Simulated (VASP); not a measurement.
Here is a VASP 6.6.1 calculation.

Contents of INCAR:

```
PREC = Accurate
ENCUT = 520
EDIFF = 1E-7
ISMEAR = 0
SIGMA = 0.15
LREAL = F
LASPH = T
NELM = 60
ALGO = Fast
ISIF = 2
LWAVE = F
LCHARG = F
GGA = PE
IVDW = 12
NBANDS = 9
```

The input KPOINTS:

```
regular mesh
0
Gamma
  24 24 12
```

Contents of POSCAR:

```
Be
1.0
    2.2511737121      0.0000000000      0.0000000000
   -1.1255868561      1.9495736230      0.0000000000
    0.0000000000      0.0000000000      3.5585571504
Be
2
Direct
    0.2705566141      0.6666666667      0.2500000000
    0.7294433859      0.3333333333      0.7500000000
```

Potentials or basis: VASP PAW PBE potentials, release 64 (Be).

Launch:

```console
$ cat potpaw_PBE.64/Be/POTCAR > POTCAR
$ mpirun -np 1 vasp_std > vasp.out
```

Task: What does it give for the dispersion energy per atom?

Result: -0.360 eV.

Task: What does it give for the band gap on the k mesh?

Result: Zero (bands 2 and 3 overlap by 2.06 eV).

Task: What does it give for the largest force?

Result: 0.997 eV/Å.

Task: What does it give for the pressure?

Result: -4.4 GPa.

Forces on the atoms (eV/Å):
```
Be   0.946  0.315  0.000
Be  -0.946 -0.315  0.000
```

Caveat: the cell differs from its parent crystal (atoms displaced along a vibrational mode, the cell strained); the stress differs along the axes, from -7 to -1 GPa.
